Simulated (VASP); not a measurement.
Au, 2 atoms in the cell. Symmetry: P6_3/mmc, No. 194, hexagonal system. Conventional cell: a = 2.900 Å, b = 2.900 Å, c = 4.880 Å, α = 90.00°, β = 90.00°, γ = 120.00°. Au (site symmetry -6m2) has 12 Au at 2.90 to 2.96 Å within 3.8 Å. 

```yaml
Program: VASP 6.6.1
Task: electric field gradients
Functional: r2SCAN
Potentials_or_basis: VASP PAW PBE potentials, release 64 (Au)
Cutoff: 440 eV
k_mesh: 14 × 14 × 8
Occupations: fermi-dirac, width 0.03 eV
Spin: no spin polarisation
Dipole_correction: no
Further_INCAR_settings: ALGO = Normal; EDIFF = 1e-08; NBANDS = 18
```

Potentials or basis: VASP PAW PBE potentials, release 64 (Au).

Run with:

```sh
$ cat potpaw_PBE.64/Au/POTCAR > POTCAR
$ cp INCAR.step1 INCAR
$ mpirun -np 1 vasp_std > vasp.out
$ cp INCAR.step2 INCAR
$ mpirun -np 1 vasp_std > vasp.out
```

Hardware: 1 thread of AMD EPYC 9R45 96-Core Processor (Zen 5) (shared host).

Problem. Estimate the wall time of this run.

Solution. It took 2.8 min on 1 thread of AMD EPYC 9R45 96-Core Processor (Zen 5) (shared host), peak memory 0.15 GiB. Counts: k points 120.
